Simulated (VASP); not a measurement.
Runs of VASP 6.6.1 on B. The structure is that of space group Pm-3n (No. 223), or close to it. The cells are those of the table. 

```tsv
task	cell	k mesh	cutoff (eV)	gap on the mesh (eV)	pressure (GPa)	relaxed volume (Å³/atom)
relaxation of cell and atoms	relaxed from a = 3.840 Å, 8 atoms	4 × 4 × 4	600	none	0.0	6.17
single point	a = 3.671 Å, 8 atoms	4 × 4 × 4	520	none	(a)	-
single point	a = 3.662 Å, 8 atoms	10 × 10 × 10	520	none	-0.1	-
single point	a = 3.662 Å, 8 atoms	6 × 6 × 6	520	none	1.4	-
relaxation of cell and atoms	relaxed from a = 3.671 Å, 8 atoms	10 × 10 × 10	600	none	0.0	(b)
```

Alike in all rows: level PBE; potentials or basis VASP PAW PBE potentials, release 64 (B); no spin polarisation; smearing gaussian 0.1 eV.

Problem. Fill in the values left out.

Solution. (a) -0.3; (b) 6.14.

Caveats: some runs use coarse meshes.

A gap of «none» marks levels without a gap at the run's occupations.
